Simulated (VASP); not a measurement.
Set up this calculation in VASP 6.6.1, as the native input.

- Task: single point
- Functional: PBEsol
- Potentials or basis: VASP PAW PBE potentials, release 64 (Ga_d, N)
- Cutoff: 520 eV
- k mesh: 12 × 12 × 6
- Occupations: gaussian, width 0.05 eV
- Spin: no spin polarisation
- Dipole correction: no
- Further INCAR settings: ALGO = Normal; EDIFF = 1e-06; NBANDS = 26

The structure of GaN lies in POSCAR:

```
GaN
1.0
    3.2246228980      0.0000000001      0.0000000000
   -1.6123114491      2.7926053472      0.0000000000
    0.0000000000      0.0000000000      5.2536433399
Ga N
2 2
Direct
    0.3333333333      0.6666666667     -0.0008066015
    0.6666666667      0.3333333333      0.4991933985
    0.3333333333      0.6666666667      0.3758066015
    0.6666666667      0.3333333333      0.8758066015
```

This cell differs from its parent crystal: volume scaled by 1.040.

These files were run (other wordings do the same):

INCAR

```
SYSTEM = GaN
  PREC = Accurate
  ENCUT = 520
  EDIFF = 1E-6
  ISMEAR = 0
  SIGMA = 0.05
  LREAL = .False.
  LASPH = .True.
  NELM = 80
  ALGO = Normal
  ISIF = 2
  LWAVE = .False.
  LCHARG = .True.
  GGA = PS
  LELF = .True.
  LVHAR = .True.
  NBANDS = 26
```

KPOINTS

```
regular mesh
0
Gamma
  12 12 6
  0 0 0
```

Potentials or basis: VASP PAW PBE potentials, release 64 (Ga_d, N).

Command:

```sh
$ cat potpaw_PBE.64/Ga_d/POTCAR potpaw_PBE.64/N/POTCAR > POTCAR
$ mpirun -np 1 vasp_std > vasp.out
```

Results of the run:

| Property | Result |
| --- | --- |
| Pressure | -7.0 GPa |
| Largest force | 0.008 eV/Å |
| Band gap on the k mesh | 1.63 eV, direct |

Caveat: the PAW data sets were made with another functional, which shifts forces and pressure a little.

It took 64 s on 1 thread of AMD EPYC 9R45 96-Core Processor (Zen 5), on a shared host, peak memory 0.18 GiB.
